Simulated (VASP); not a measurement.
Write the native input for VASP 6.6.1 that does the following.

```
Task                   : single point
Functional             : BLYP
Potentials or basis    : VASP PAW PBE potentials, release 64 (I)
Cutoff                 : 520 eV
k mesh                 : 7 × 7 × 11
Occupations            : fermi-dirac, width 0.05 eV
Spin                   : no spin polarisation
Dipole correction      : no
Further INCAR settings : ALGO = Normal; EDIFF = 1e-07; NBANDS = 10
```

The structure of I lies in POSCAR:

```
I
1.0
    3.4753490328     -6.7372725877      0.5582010658
    3.4753490328      6.7372725877      0.5582010658
   -1.6955818817      0.0000000000      2.4513497180
I
1
Direct
    0.5000000000      0.5000000000      0.5000000000
```

These files were run (other wordings do the same):

INCAR

```
SYSTEM = I
AGGAC    = 1.0          
AGGAX    = 1.0          
ALDAC    = 0.0          
ALDAX    = 1.0          
ALGO     = Normal         ! electronic algorithm
EDIFF    = 1E-7           ! SCF threshold, eV
ENCUT    = 520            ! plane-wave cutoff, eV
GGA      = B5             ! functional
ISIF     = 2              ! what is computed and relaxed
ISMEAR   = -1             ! smearing method
LASPH    = .TRUE.         ! aspherical terms in the spheres
LCHARG   = .TRUE.         ! write CHGCAR
LELF     = .TRUE.         ! ELF
LREAL    = .FALSE.        ! projectors in reciprocal space
LVHAR    = .TRUE.       
LWAVE    = .FALSE.        ! write WAVECAR
NBANDS   = 10             ! bands
NELM     = 80             ! most SCF steps
PREC     = Accurate       ! precision mode
SIGMA    = 0.05           ! smearing width, eV
```

KPOINTS

```
k-points
0
G
  7 7 11
  0 0 0
```

Potentials or basis: VASP PAW PBE potentials, release 64 (I).

Command:

```console
$ cat potpaw_PBE.64/I/POTCAR > POTCAR
$ mpirun -np 1 vasp_std > vasp.out
```

It gave:

| Property | Result |
| --- | --- |
| Pressure | 0.0 GPa |
| Band gap on the k mesh | zero (an odd number of electrons rules out a gap without spin polarisation) |

Caveat: the PAW data sets were made with another functional, which shifts forces and pressure a little; spin-orbit coupling is left out, which moves the levels of the heavy elements; an odd number of electrons without spin polarisation forces a metal; a magnetic or distorted state may lie lower.

Wall time 4 min on 1 thread of AMD EPYC 9R45 96-Core Processor (Zen 5), on a shared host, peak memory 0.36 GiB.
